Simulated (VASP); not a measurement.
# Y (Fm-3m) in VASP: a series of runs

The runs below take Y through single point, with RPBE+D3(BJ), RPBE+D4, RPBE, LDA.

Program: VASP 6.6.1. These are calculated values, not measurements. Logs are shortened: lines on timing, memory, paths and dates and some standing lists are left out, and cuts for length are marked.

### 1 The cell of the first run

Symmetry: Fm-3m, No. 225, cubic system. The conventional cell has a = 4.441 Å, b = 4.441 Å, c = 4.441 Å, α = 90.00°, β = 90.00°, γ = 90.00°. Within 4.1 Å of Y (site symmetry m-3m) lie 12 Y at 3.14 Å.

### 2 Single point, RPBE+D3(BJ)

File INCAR:

```
SYSTEM = Y
  ALGO = Normal
  EDIFF = 1E-6
  ENCUT = 520
  GGA = RP
  ISIF = 2
  ISMEAR = -1
  IVDW = 12
  LASPH = .TRUE.
  LCHARG = .FALSE.
  LREAL = .FALSE.
  LWAVE = .FALSE.
  NBANDS = 12
  NELM = 100
  PREC = Accurate
  SIGMA = 0.05
```

File KPOINTS:

```
k-points
0
G
  9 9 9
  0 0 0
```

File POSCAR:

```
Y
1.0
    0.0000000000      2.2202674126      2.2202674126
    2.2202674126      0.0000000000      2.2202674126
    2.2202674126      2.2202674126      0.0000000000
Y
1
Direct
    0.0000000000      0.0000000000      0.0000000000
```

Potentials or basis: VASP PAW PBE potentials, release 64 (Y_sv).

Launch:

```sh
$ cat potpaw_PBE.64/Y_sv/POTCAR > POTCAR
$ mpirun -np 1 vasp_std > vasp.out
```

OUTCAR:

```text
SYSTEM = Y
   EDIFF = 1E-6
   ENCUT = 520
   GGA = RP
   ISIF = 2
   ISMEAR = -1
   IVDW = 12
   LASPH = .TRUE.
   LREAL = .FALSE.
   NELM = 100
   PREC = Accurate
 IVDW          = 12

 ion  position               nearest neighbor table
   1  0.000  0.000  0.000-

  LATTYP: Found a face centered cubic cell.
 ALAT       =     4.4405348252

  Lattice vectors:

 A1 = (   0.0000000000,   2.2202674126,   2.2202674126)
 A2 = (   2.2202674126,   0.0000000000,   2.2202674126)
 A3 = (   2.2202674126,   2.2202674126,   0.0000000000)

Analysis of symmetry for initial positions (statically):
=====================================================================
 Subroutine PRICEL returns:
 Original cell was already a primitive cell.

 Routine SETGRP: Setting up the symmetry group for a
 face centered cubic supercell.

 Subroutine GETGRP returns: Found 48 space group operations
 (whereof 48 operations were pure point group operations)
 out of a pool of 48 trial point group operations.

The static configuration has the point symmetry O_h .

Analysis of symmetry for dynamics (positions and initial velocities):
=====================================================================
 Subroutine PRICEL returns:
 Original cell was already a primitive cell.

 Routine SETGRP: Setting up the symmetry group for a
 face centered cubic supercell.

 Subroutine GETGRP returns: Found 48 space group operations
 (whereof 48 operations were pure point group operations)
 out of a pool of 48 trial point group operations.

The dynamic configuration has the point symmetry O_h .

 Subroutine INISYM returns: Found 48 space group operations
 (whereof 48 operations are pure point group operations),
 and found     1 'primitive' translations

----------------------------------------------------------------------------------------

                                     Primitive cell

  volume of cell :      21.8900

  direct lattice vectors                    reciprocal lattice vectors
     0.000000000  2.220267413  2.220267413    -0.225198099  0.225198099  0.225198099
     2.220267413  0.000000000  2.220267413     0.225198099 -0.225198099  0.225198099
     2.220267413  2.220267413  0.000000000     0.225198099  0.225198099 -0.225198099

  length of vectors
     3.139932287  3.139932287  3.139932287     0.390054549  0.390054549  0.390054549

  position of ions in fractional coordinates (direct lattice)
     0.000000000  0.000000000  0.000000000

  ion indices of the primitive-cell ions
   primitive index   ion index
                 1           1

[... 81 lines left out ...]
   PSTRESS=    0.0 pullay stress
   NELECT =      11.0000    total number of electrons
   NUPDOWN=      -1.0000    fix difference up-down
   EMIN   =  10.00;   EMAX   =-10.00  energy-range for DOS
   EFERMI =   0.00;   METHOD = LEGACY
   ISMEAR =    -1;   SIGMA  =   0.05  broadening in eV -4-tet -1-fermi 0-gaus
   EFERMI_NEDOS =   21; number of points for ismear=-14 and -15
   IALGO  =     38    algorithm
   IMIX   =      4    mixing-type and parameters
     AMIX     =   0.40;   BMIX     =  1.00
     AMIX_MAG =   1.60;   BMIX_MAG =  1.00
  volume/ion in A,a.u.               =      21.89       147.72
  Fermi-wavevector in a.u.,A,eV,Ry     =   1.301539  2.459552 23.048312  1.694003
  Thomas-Fermi vector in A             =   2.432666
   LORBIT       =      0    0 simple, 1 ext, 2 COOP (PROOUT), +10 PAW based schemes
   GGA     = RP    functional components
   LHFCALC =     F    Hartree Fock is set to
   AEXX    =    0.0000 exact exchange contribution
   IVDW    =    12    specifies the selected vdW correction
   LEPSILON=     F    determine dielectric tensor
   LRPA    =     F    only Hartree local field effects (RPA)
 non-spin polarized calculation
  energy-cutoff  :      520.00
  volume of cell :       21.89
 maximum number of plane-waves:       609
   NGX = 11   NGY = 11   NGZ = 11

 number of electron      11.0000000 magnetization

 Free energy of the ion-electron system (eV)
  ---------------------------------------------------
  ext. energy  EPLUGINS =         0.00000000
  ---------------------------------------------------
  free energy    TOTEN  =        -5.23811885 eV

  energy without entropy =       -5.22746923  energy(sigma->0) =       -5.23279404

 E-fermi :   5.3982     XC(G=0): -11.0566

 val. band max:        5.3426237133   @ k =  -0.2222   0.3333   0.1111
 cond. band min:       5.4606530250   @ k =  -0.4444   0.2222   0.1111
 fundamental gap:      0.1180293116
 Fermi energy:         5.3982357523

 k-point     1 :       0.0000    0.0000    0.0000
  band No.  band energies     occupation
      1     -36.6645      2.00000
      2     -15.7363      2.00000
      3     -15.7363      2.00000
      4     -15.7363      2.00000
      5       0.3591      2.00000
      6       7.5209      0.00000
      7       7.5209      0.00000
      8       7.5209      0.00000
      9      10.7053      0.00000
     10      10.7053      0.00000
     11      15.4464      0.00000
     12      20.0950      0.00000
[... 331 lines left out ...]
 k-point    24 :       0.4444    0.4444    0.0000
  band No.  band energies     occupation
      1     -36.2451      2.00000
      2     -17.4398      2.00000
      3     -16.3703      2.00000
      4     -16.3703      2.00000
      5       2.5686      2.00000
      6       3.5968      2.00000
      7       9.7162      0.00000
      8      13.0283      0.00000
      9      13.1430      0.00000
     10      13.1430      0.00000
     11      17.1982      0.00000
     12      17.1982      0.00000

 [... further k-points ...]

------------------------ aborting loop because EDIFF is reached ----------------------------------------

 Edisp (eV)   -3.82947

 E8    (eV) :    -2.9021

  FORCE on cell =-STRESS in cart. coord.  units (eV):
  Direction    XX          YY          ZZ          XY          YZ          ZX
  --------------------------------------------------------------------------------------
  -------------------------------------------------------------------------------------
  Total      -0.04703    -0.04703    -0.04703     0.00000    -0.00000     0.00000
  in kB      -3.44222    -3.44222    -3.44222     0.00000    -0.00000     0.00000
  external pressure =       -3.44 kB  Pullay stress =        0.00 kB

 VOLUME and BASIS-vectors are now :
 -----------------------------------------------------------------------------
  energy-cutoff  :      520.00
  volume of cell :       21.89
      direct lattice vectors                 reciprocal lattice vectors
     0.000000000  2.220267413  2.220267413    -0.225198099  0.225198099  0.225198099
     2.220267413  0.000000000  2.220267413     0.225198099 -0.225198099  0.225198099
     2.220267413  2.220267413  0.000000000     0.225198099  0.225198099 -0.225198099

 POSITION                                       TOTAL-FORCE (eV/Angst)
 -----------------------------------------------------------------------------------
      0.00000      0.00000      0.00000         0.000000      0.000000      0.000000
 -----------------------------------------------------------------------------------
    total drift:                                0.000000      0.000000      0.000000

  FREE ENERGIE OF THE ION-ELECTRON SYSTEM (eV)
  ---------------------------------------------------
  free  energy   TOTEN  =        -9.0675870542 eV

  energy  without entropy=       -9.0569374338  energy(sigma->0) =       -9.06226224
```

OSZICAR:

```text
N       E                     dE             d eps       ncg     rms          rms(c)
DAV:   1     0.287609279539E+02    0.28761E+02   -0.58226E+03   840   0.876E+02
DAV:   2    -0.398931852952E+01   -0.32750E+02   -0.31648E+02  1028   0.178E+02
DAV:   3    -0.524754799917E+01   -0.12582E+01   -0.12443E+01  1152   0.226E+01
DAV:   4    -0.526811886885E+01   -0.20571E-01   -0.20558E-01   936   0.289E+00
DAV:   5    -0.526843282995E+01   -0.31396E-03   -0.31395E-03  1072   0.241E-01    0.285E+01
DAV:   6    -0.520986165225E+01    0.58571E-01   -0.16518E-01   992   0.280E+00    0.172E+01
DAV:   7    -0.524071286202E+01   -0.30851E-01   -0.24195E-01  1096   0.344E+00    0.153E+00
DAV:   8    -0.523821856836E+01    0.24943E-02   -0.27943E-02   896   0.139E+00    0.281E-01
DAV:   9    -0.523811289479E+01    0.10567E-03   -0.68054E-04   984   0.212E-01    0.801E-02
DAV:  10    -0.523811720222E+01   -0.43074E-05   -0.38277E-05   980   0.592E-02    0.132E-02
DAV:  11    -0.523811979730E+01   -0.25951E-05   -0.39159E-06  1044   0.146E-02    0.989E-03
DAV:  12    -0.523811884694E+01    0.95036E-06   -0.62907E-07   544   0.655E-03
   1 F= -.90675871E+01 E0= -.90622622E+01  d E =-.106496E-01
```

stdout:

```text
POSCAR found type information on POSCAR Y
 POSCAR found :  1 types and       1 ions
 scaLAPACK will be used
 -----------------------------------------------------------------------------
|                                                                             |
|                                                                             |
|     You enforced a specific xc type in the INCAR file but a different       |
|     I HOPE YOU KNOW WHAT YOU ARE DOING!                                     |
|                                                                             |
 -----------------------------------------------------------------------------

 LDA part: xc-table for (Slater+PW92), standard interpolation
 POSCAR, INCAR and KPOINTS ok, starting setup
 FFT: planning ... GRIDC
 FFT: planning ... GRID_SOFT
 FFT: planning ... GRID
 WAVECAR not read
 entering main loop
```

Run time: 4.8 s. Hardware: 1 thread of Intel Xeon 6975P-C (Granite Rapids), shared host; peak memory 0.16 GiB.

Results:

- Free energy: -9.0676 eV
- Pressure: -0.3 GPa
- Dispersion energy per atom: -3.829 eV

Caveat: the PAW data sets were made with another functional, which shifts forces and pressure a little; pairwise dispersion overbinds metals, which lowers pressure and volume.

### 3 Single point, RPBE+D4

This run uses another cell than the first one, of 32.28 Å³/atom, 1.474 times its volume.

File INCAR:

```
PREC     = Accurate       # precision mode
ENCUT    = 520            # plane-wave cutoff, eV
EDIFF    = 1E-6           # SCF threshold, eV
ISMEAR   = -1             # smearing method
SIGMA    = 0.05           # smearing width, eV
LREAL    = False          # projectors in reciprocal space
LASPH    = True           # aspherical terms in the spheres
NELM     = 80             # most SCF steps
ALGO     = Normal         # electronic algorithm
ISIF     = 2              # what is computed and relaxed
LWAVE    = False          # write WAVECAR
LCHARG   = False          # write CHGCAR
GGA      = RP             # functional
IVDW     = 13             # dispersion correction
NBANDS   = 12             # bands
```

File KPOINTS:

```
Automatic mesh
0
Gamma
  9 9 9
```

File POSCAR:

```
Y
1.0
    0.0000000000      2.5270736595      2.5270736595
    2.5270736595      0.0000000000      2.5270736595
    2.5270736595      2.5270736595      0.0000000000
Y
1
Direct
    0.0000000000      0.0000000000      0.0000000000
```

Potentials or basis: VASP PAW PBE potentials, release 64 (Y_sv).

Launch:

```sh
$ cat potpaw_PBE.64/Y_sv/POTCAR > POTCAR
$ mpirun -np 1 vasp_std > vasp.out
```

Wall time 9.9 s (1 thread of Intel Xeon 6975P-C (Granite Rapids), shared host); peak memory 0.17 GiB.

Results (log left out):

| Item | Value |
| --- | --- |
| Free energy | -6.4701 eV |
| Pressure | -0.1 GPa |
| Dispersion energy per atom | -0.391 eV |

Levels at points of the mesh, in eV from the Fermi level:
```
           k point  band 3  band 4  band 5  band 6  band 7  band 8
(0.00, 0.00, 0.00)  -22.43  -22.43   -4.79    1.78    1.78    1.78
```

Caveat: the PAW data sets were made with another functional, which shifts forces and pressure a little; pairwise dispersion overbinds metals, which lowers pressure and volume.

### 4 Single point, RPBE

This run uses another cell than the first one, of 33.85 Å³/atom, 1.546 times its volume.

File INCAR:

```
  ALGO = Normal
  EDIFF = 1E-7
  ENCUT = 520
  GGA = RP
  ISIF = 2
  ISMEAR = -1
  LASPH = True
  LCHARG = True
  LELF = True
  LREAL = False
  LVHAR = True
  LWAVE = False
  NBANDS = 12
  NELM = 60
  PREC = Accurate
  SIGMA = 0.05
```

File KPOINTS:

```
k-points
0
Gamma
  9 9 9
```

File POSCAR:

```
Y
1.0
    0.0000000000      2.5673969593      2.5673969593
    2.5673969593      0.0000000000      2.5673969593
    2.5673969593      2.5673969593      0.0000000000
Y
1
Direct
    0.0000000000      0.0000000000      0.0000000000
```

Potentials or basis: VASP PAW PBE potentials, release 64 (Y_sv).

Launch:

```sh
$ cat potpaw_PBE.64/Y_sv/POTCAR > POTCAR
$ mpirun -np 1 vasp_std > vasp.out
```

OUTCAR:

```text
EDIFF = 1E-7
   ENCUT = 520
   GGA = RP
   ISIF = 2
   ISMEAR = -1
   LASPH = True
   LREAL = False
   NELM = 60
   PREC = Accurate

 ion  position               nearest neighbor table
   1  0.000  0.000  0.000-

  LATTYP: Found a face centered cubic cell.
 ALAT       =     5.1347939186

  Lattice vectors:

 A1 = (   0.0000000000,   2.5673969593,   2.5673969593)
 A2 = (   2.5673969593,   0.0000000000,   2.5673969593)
 A3 = (   2.5673969593,   2.5673969593,   0.0000000000)

Analysis of symmetry for initial positions (statically):
=====================================================================
 Subroutine PRICEL returns:
 Original cell was already a primitive cell.

 Routine SETGRP: Setting up the symmetry group for a
 face centered cubic supercell.

 Subroutine GETGRP returns: Found 48 space group operations
 (whereof 48 operations were pure point group operations)
 out of a pool of 48 trial point group operations.

The static configuration has the point symmetry O_h .

Analysis of symmetry for dynamics (positions and initial velocities):
=====================================================================
 Subroutine PRICEL returns:
 Original cell was already a primitive cell.

 Routine SETGRP: Setting up the symmetry group for a
[... 157 lines left out ...]

 k-point     1 :       0.0000    0.0000    0.0000
  band No.  band energies     occupation
      1     -39.8206      2.00000
      2     -19.5456      2.00000
      3     -19.5456      2.00000
      4     -19.5456      2.00000
      5      -1.6771      2.00000
      6       4.7690      0.00000
      7       4.7690      0.00000
      8       4.7690      0.00000
      9       6.6816      0.00000
     10       6.6816      0.00000
     11      11.8332      0.00000
     12      15.0102      0.00000
[... 331 lines left out ...]
 k-point    24 :       0.4444    0.4444    0.0000
  band No.  band energies     occupation
      1     -39.7508      2.00000
      2     -19.9922      2.00000
      3     -19.7159      2.00000
      4     -19.7159      2.00000
      5       1.3401      2.00000
      6       2.2692      2.00000
      7       4.7340      0.00000
      8       8.0068      0.00000
      9       8.0636      0.00000
     10       8.0636      0.00000
     11      10.9972      0.00000
     12      10.9972      0.00000

 [... further k-points ...]
[... 5 lines left out ...]
  --------------------------------------------------------------------------------------
  -------------------------------------------------------------------------------------
  Total       -0.0186237     -0.0186237     -0.0186237      0.0000000      0.0000000      0.0000000
  in kB       -0.8815915     -0.8815915     -0.8815915      0.0000000      0.0000000      0.0000000
  external PRESSURE =      -0.8815915 kB  Pullay stress =       0.0000000 kB

 VOLUME and BASIS-vectors are now :
 -----------------------------------------------------------------------------
  energy-cutoff  :      520.00
  volume of cell :       33.85
      direct lattice vectors                 reciprocal lattice vectors
     0.000000000  2.567396959  2.567396959    -0.194749783  0.194749783  0.194749783
     2.567396959  0.000000000  2.567396959     0.194749783 -0.194749783  0.194749783
     2.567396959  2.567396959  0.000000000     0.194749783  0.194749783 -0.194749783

 POSITION                                       TOTAL-FORCE (eV/Angst)
 -----------------------------------------------------------------------------------
      0.00000      0.00000      0.00000         0.000000     -0.000000      0.000000
 -----------------------------------------------------------------------------------
    total drift:                               -0.000000     -0.000000     -0.000000

  FREE ENERGIE OF THE ION-ELECTRON SYSTEM (eV)
  ---------------------------------------------------
  free  energy   TOTEN  =        -6.0869091850 eV

  energy  without entropy=       -6.0732489030  energy(sigma->0) =       -6.08007904
```

Run time: 10 s. Hardware: 1 thread of Intel Xeon 6975P-C (Granite Rapids), shared host; peak memory 0.17 GiB.

What came out:

```yaml
Free_energy: -6.0869 eV
Pressure: -0.1 GPa
```

Levels at points of the mesh, in eV from the Fermi level:
```csv
k point,band 1,band 2,band 3,band 4,band 5,band 6,band 7,band 8,band 9,band 10
"(0.00, 0.00, 0.00)",-42.86,-22.58,-22.58,-22.58,-4.71,1.73,1.73,1.73,3.65,3.65
```

Caveat: the PAW data sets were made with another functional, which shifts forces and pressure a little.

### 5 Single point, LDA

This run uses another cell than the first one, of 33.24 Å³/atom, 1.519 times its volume.

File INCAR:

```
SYSTEM = Y
PREC     = Accurate       ! precision mode
ENCUT    = 520            ! plane-wave cutoff, eV
EDIFF    = 1E-7           ! SCF threshold, eV
ISMEAR   = -1             ! smearing method
SIGMA    = 0.05           ! smearing width, eV
LREAL    = .FALSE.        ! projectors in reciprocal space
LASPH    = .TRUE.         ! aspherical terms in the spheres
NELM     = 80             ! most SCF steps
ALGO     = Fast           ! electronic algorithm
ISIF     = 2              ! what is computed and relaxed
LWAVE    = .FALSE.        ! write WAVECAR
LCHARG   = .TRUE.         ! write CHGCAR
GGA      = CA             ! functional
LELF     = .TRUE.         ! ELF
LVHAR    = .TRUE.       
NBANDS   = 12             ! bands
```

File KPOINTS:

```
regular mesh
0
G
  9 9 9
  0 0 0
```

File POSCAR:

```
Y
1.0
    0.0000000000      2.5519910612      2.5519910612
    2.5519910612      0.0000000000      2.5519910612
    2.5519910612      2.5519910612      0.0000000000
Y
1
Direct
    0.0000000000      0.0000000000      0.0000000000
```

Potentials or basis: VASP PAW LDA potentials, release 64 (Y_sv).

Launch:

```sh
$ cat potpaw_LDA.64/Y_sv/POTCAR > POTCAR
$ mpirun -np 1 vasp_std > vasp.out
```

Wall time 11 s (1 thread of Intel Xeon 6975P-C (Granite Rapids), shared host); peak memory 0.15 GiB.

It converged, with:

```
Free energy : -6.8844 eV
Pressure    : -4.5 GPa
```

Levels at points of the mesh, in eV from the Fermi level:
```csv
k point,band 2,band 3,band 4,band 5,band 6,band 7,band 8,band 9
"(0.00, 0.00, 0.00)",-22.37,-22.37,-22.37,-4.74,1.67,1.67,1.67,3.61
```

### 6 Summary

| level | potentials or basis | cell | gap on the mesh (eV) | pressure (GPa) |
| --- | --- | --- | --- | --- |
| RPBE+D3(BJ) | VASP PAW PBE potentials, release 64 (Y_sv) | a = 3.140 Å, angles 60.0°, 1 atom | none | -0.3 |
| RPBE+D4 | VASP PAW PBE potentials, release 64 (Y_sv) | a = 3.574 Å, angles 60.0°, 1 atom | none | -0.1 |
| RPBE | VASP PAW PBE potentials, release 64 (Y_sv) | a = 3.631 Å, angles 60.0°, 1 atom | none | -0.1 |
| LDA | VASP PAW LDA potentials, release 64 (Y_sv) | a = 3.609 Å, angles 60.0°, 1 atom | none | -4.5 |

Alike in all rows: task single point; no spin polarisation; k mesh 9 × 9 × 9; cutoff (eV) 520; smearing fermi-dirac 0.05 eV.

Caveats: the PAW data sets were made with another functional, which shifts forces and pressure a little (some runs); pairwise dispersion overbinds metals, which lowers pressure and volume (some runs).

Total energies depend on the potentials used, so only differences within one code and one set of settings carry meaning.
